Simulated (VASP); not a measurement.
Here is a VASP 6.6.1 calculation.

INCAR

```
  ALGO = Fast
  EDIFF = 1E-7
  ENCUT = 520
  GGA = PS
  ISIF = 2
  ISMEAR = 0
  LASPH = True
  LCHARG = False
  LREAL = False
  LWAVE = False
  NBANDS = 18
  NELM = 100
  PREC = Accurate
  SIGMA = 0.15
```

File KPOINTS:

```
k-points
0
Gamma
  18 18 12
```

File POSCAR:

```
CdAu
1.0
    3.2621844157      0.0000000000      0.0000000000
   -1.6310922078      2.8251345758      0.0000000000
    0.0000000000      0.0000000000      4.3899215682
Cd Au
1 1
Direct
    0.0000000000      0.0000000000      0.0000000000
    0.3333333333      0.6666666667      0.5000000000
```

Potentials or basis: VASP PAW PBE potentials, release 64 (Cd, Au).

Run with:

```bash
$ cat potpaw_PBE.64/Cd/POTCAR potpaw_PBE.64/Au/POTCAR > POTCAR
$ mpirun -np 1 vasp_std > vasp.out
```

(1) Predict the pressure.

## Answers

(1) -6.1 GPa.

Caveat: the PAW data sets were made with another functional, which shifts forces and pressure a little.
